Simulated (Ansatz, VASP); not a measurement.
## NaCl: VASP beside Ansatz

```
Na Cl
1.0
     0.00000    2.81000    2.81000
     2.81000    0.00000    2.81000
     2.81000    2.81000    0.00000
Na Cl
1 1
Direct
  0.00000 0.00000 0.00000
  0.50000 0.50000 0.50000
```

Alike in both runs: task single point; functional PBEsol; k mesh 8 × 8 × 8; occupations gaussian, width 0.02 eV; no spin polarisation.

|  | VASP | Ansatz |
| --- | --- | --- |
| version | VASP 6.6.1 | Ansatz 0.2.0 |
| potentials or method | VASP PAW PBE potentials, release 64 (Na_pv, Cl), cutoff 520 eV | scalar-relativistic, plane waves, PAW |
| valence electrons in the cell | 14 | 16 |

|  | VASP | Ansatz | Ansatz less VASP |
| --- | --- | --- | --- |
| gap on the k mesh at the Fermi level (eV) | 4.97 | 4.97 | +0.004 |
| least direct gap on the mesh (eV) | 4.97 | 4.97 | +0.004 |
| pressure (GPa) | -0.2 | -0.2 | -0.02 |

VASP's potentials were made for PBE, not for PBEsol. VASP's potentials hold 14 valence electrons a cell and Ansatz's 16, so a difference there can come from the potentials and not from the codes.
